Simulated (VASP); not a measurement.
Here is a VASP 6.6.1 calculation.

File INCAR:

```
PREC = Accurate
ENCUT = 520
EDIFF = 1E-6
ISMEAR = 0
SIGMA = 0.03
LREAL = F
LASPH = T
NELM = 100
ALGO = Fast
ISIF = 2
LWAVE = F
LCHARG = F
GGA = PE
NBANDS = 44
```

The input KPOINTS:

```
regular mesh
0
Gamma
  12 12 2
```

The input POSCAR:

```
Ge2Sb2Te5
1.0
    4.2440990444      0.0000000000      0.0000000000
   -2.1220495222      3.6754975887      0.0000000000
    0.0000000000      0.0000000000     19.7168109307
Ge Sb Te
2 2 5
Direct
    0.0000000000      0.0000000000      0.3314713560
    0.0000000000      0.0000000000      0.6685286440
    0.3333333333      0.6666666667      0.1121550832
    0.6666666667      0.3333333333      0.8878449168
    0.0000000000      0.0000000000      0.0000000000
    0.3333333333      0.6666666667      0.7913602895
    0.6666666667      0.3333333333      0.2086397105
    0.3333333333      0.6666666667      0.4097504733
    0.6666666667      0.3333333333      0.5902495267
```

Potentials or basis: VASP PAW PBE potentials, release 64 (Ge_d, Sb, Te).

The run is started by

```console
$ cat potpaw_PBE.64/Ge_d/POTCAR potpaw_PBE.64/Sb/POTCAR potpaw_PBE.64/Te/POTCAR > POTCAR
$ mpirun -np 1 vasp_std > vasp.out
```

Predict the pressure.

-2.9 GPa.

Estimate the band gap on the k mesh.

zero (bands 34 and 35 overlap by 0.15 eV).

Stress tensor (GPa, compression positive):
```
-1.97  0.00  0.00
 0.00 -1.97  0.00
 0.00  0.00 -4.78
```

Caveat: spin-orbit coupling is left out, which moves the levels of the heavy elements; this functional lacks dispersion, which binds layers or chains, so the pressure and a relaxed spacing across them are unreliable.
